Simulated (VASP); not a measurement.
BN: single point with PBE+D3(BJ)

The system is BN.

```
B N
1.0
     1.15281    0.66558    3.29488
    -1.15281    0.66558    3.29488
     0.00000   -1.33115    3.29488
B N
1 1
Direct
  0.99970 0.99970 0.99970
  0.33274 0.33274 0.33274
```

This cell differs from its parent crystal: strain -0.080 along x and y, +0.000 along z.

```yaml
Program: VASP 6.6.1
Task: single point
Functional: PBE
Dispersion: D3(BJ)
Potentials_or_basis: VASP PAW PBE potentials, release 64 (B, N)
Cutoff: 520 eV
k_mesh: 12 × 12 × 12
Occupations: gaussian, width 0.05 eV
Spin: no spin polarisation
Dipole_correction: no
Further_INCAR_settings: ALGO = Normal; EDIFF = 1e-06; NBANDS = 11
```

The pressure is 86.6 GPa, the largest force is 0.006 eV/Å and the band gap on the k mesh is 4.65 eV, indirect (least direct gap 5.30 eV). The dispersion energy per atom is -0.159 eV.

Forces on the atoms (eV/Å):
```
B    0.000  0.000 -0.006
N    0.000  0.000  0.006
```

Stress tensor (GPa, compression positive):
```
130.33   0.00   0.00
  0.00 130.33   0.00
  0.00   0.00  -0.90
```

Levels at points of the mesh, in eV from the valence-band top:
| k point | band 1 | band 2 | band 3 | band 4 | band 5 | band 6 | band 7 | band 8 | band 9 |
| --- | --- | --- | --- | --- | --- | --- | --- | --- | --- |
| (0.00, 0.00, 0.00) | -19.34 | -5.58 | -0.92 | -0.92 | 5.06 | 13.85 | 13.85 | 16.29 | 19.55 |
| (0.50, 0.00, 0.00) | -15.37 | -9.94 | -4.44 | -0.87 | 5.79 | 12.34 | 14.49 | 16.26 | 22.10 |
| (0.50, 0.50, 0.00) | -15.30 | -9.82 | -4.49 | -1.46 | 4.65 | 12.66 | 15.77 | 19.09 | 22.97 |
| (0.50, 0.50, 0.50) | -19.05 | -7.58 | -0.94 | -0.94 | 10.90 | 13.79 | 13.79 | 16.15 | 18.92 |

It took 24 s on 1 thread of Intel(R) Xeon(R) 6975P-C (Granite Rapids), on a shared host, peak memory 0.18 GiB.

Caveat: the cell differs from its parent crystal (strain -0.080 along x and y, +0.000 along z). A k mesh can miss the band edges.
